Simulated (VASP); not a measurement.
Crystal: Ta2Ga.

```
CELL_PARAMETERS angstrom
3.71017 0.00000 0.00000
-1.85508 3.21310 0.00000
0.00000 0.00000 4.00599
ATOMIC_POSITIONS crystal
Ta 0.33333 0.66667 0.50000
Ta 0.66667 0.33333 0.50000
Ga 0.00000 0.00000 0.00000
```

| Item | Value |
| --- | --- |
| Program | VASP 6.6.1 |
| Task | relaxation of cell and atoms |
| Functional | PBE |
| Potentials or basis | VASP PAW PBE potentials, release 64 (Ta_pv, Ga_d) |
| Cutoff | 600 eV |
| k mesh | 6 × 6 × 4 |
| Occupations | gaussian, width 0.1 eV |
| Spin | no spin polarisation |

At the start: pressure 73.5 GPa; volume 15.92 Å³/atom.

Q: How do energy, volume and symmetry change on relaxing?

A: Over 16 steps the energy falls by 2641.6 meV/atom and the volume is 17.72 Å³/atom (+11.3 %); space group P6/mmm (No. 191, to 0.05 Å).

Step by step:
| step | energy change (eV) | largest force (eV/Å) | pressure (GPa) | volume (Å³) |
| --- | --- | --- | --- | --- |
| 1 | 0.0000 | 0.0000 | 73.46 | 47.76 |
| 2 | -0.3584 | 0.0000 | -21.14 | 110.33 |
| 3 | -5.3146 | 0.0000 | -12.69 | 71.07 |
| 4 | -5.3943 | 0.0000 | -10.07 | 68.81 |
| 5 | -5.4145 | 0.0000 | -7.59 | 66.98 |
| 6 | -6.5201 | 0.0000 | -6.06 | 60.01 |
| 7 | 6.2404 | 0.0000 | 203.29 | 36.35 |
| 8 | -6.5386 | 0.0000 | -3.20 | 58.70 |
| 9 | -7.5673 | 0.0000 | 19.84 | 47.99 |
| 10 | -7.5964 | 0.0000 | 2.84 | 53.21 |
| 11 | -7.8108 | 0.0000 | 7.93 | 50.96 |
| 12 | -7.8193 | 0.0000 | 9.94 | 50.30 |
| 13 | -7.1397 | 0.0000 | -0.83 | 54.68 |
| 14 | -7.8851 | 0.0000 | 5.94 | 51.29 |
| 15 | -7.8687 | 0.0000 | -5.98 | 55.53 |
| 16 | -7.9248 | 0.0000 | -0.01 | 53.16 |

Final structure:
```
Ta Ga
1.0
     4.67070    0.00000    0.00000
    -2.33535    4.04494    0.00000
     0.00000    0.00000    2.81401
Ta Ga
2 1
Direct
  0.33333 0.66667 0.50000
  0.66667 0.33333 0.50000
  0.00000 0.00000 0.00000
```

Caveat: the k points lie up to 0.56 Å⁻¹ apart in the final cell.
